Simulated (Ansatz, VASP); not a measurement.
**Sn2As in VASP and in Ansatz**

File INCAR:

```
SYSTEM = Sn2As
PREC = Accurate
ENCUT = 600
EDIFF = 1E-7
ISMEAR = 0
SIGMA = 0.1
LREAL = .False.
LASPH = .True.
NELM = 60
ALGO = Fast
ISIF = 3
LWAVE = .False.
LCHARG = .False.
GGA = PE
IBRION = 2
NSW = 100
EDIFFG = -0.01
```

KPOINTS

```
regular mesh
0
Gamma
  12 12 12
  0 0 0
```

POSCAR

```
Sn2As
1.0
    0.0000000000      3.5340502281      3.5340502281
    3.5340502281      0.0000000000      3.5340502281
    3.5340502281      3.5340502281      0.0000000000
Sn As
2 1
Direct
    0.2500000000      0.2500000000      0.2500000000
    0.7500000000      0.7500000000      0.7500000000
    0.0000000000      0.0000000000      0.0000000000
```

Input for Ansatz:

```yaml
crystal:
  lattice:
    - [0.0, 3.5340502281, 3.5340502281]
    - [3.5340502281, 0.0, 3.5340502281]
    - [3.5340502281, 3.5340502281, 0.0]
  atoms:
    - { symbol: Sn, position: [0.25, 0.25, 0.25] }
    - { symbol: Sn, position: [0.75, 0.75, 0.75] }
    - { symbol: As, position: [0.0, 0.0, 0.0] }
basis:
  ecutwfc: 420
kpoints:
  mp_grid: { grid: [12, 12, 12] }
hamiltonian:
  xc: pbe
scf:
  occupations: { method: gaussian, width: 0.1 }
output:
  forces: true
  stress: true
  eigenvalues: true
relax:
  adjacent_minimum: "off"
  f_tol: 0.01
  max_steps: 80
  cell: { stress_tol: 0.05 }
```

Change from the starting cell: species swapped into the K2Te type (Fm-3m, No. 225).

Alike in both runs: task relaxation of cell and atoms; functional PBE; k mesh 12 × 12 × 12; occupations gaussian, width 0.1 eV; no spin polarisation.

|  | VASP | Ansatz |
| --- | --- | --- |
| version | VASP 6.6.1 | Ansatz 0.2.0 |
| potentials or method | VASP PAW PBE potentials, release 64 (Sn_d, As), cutoff 600 eV | scalar-relativistic, plane waves, PAW |
| valence electrons in the cell | 33 | 43 |

VASP gave:

* gap on the k mesh at the Fermi level, each at its own relaxed structure (eV): none
* relaxed volume (Å³/atom): 28.99
* relaxed length of the cell vector where the two differ most in proportion (Å): 4.973

What did Ansatz give for the same quantities?

gap on the k mesh at the Fermi level, each at its own relaxed structure (eV): none; relaxed volume (Å³/atom): 28.97; relaxed length of the cell vector where the two differ most in proportion (Å): 4.972.

A gap of «none» marks a metal or a gap that the smearing closes. VASP's potentials hold 33 valence electrons a cell and Ansatz's 43, so a difference there can come from the potentials and not from the codes.
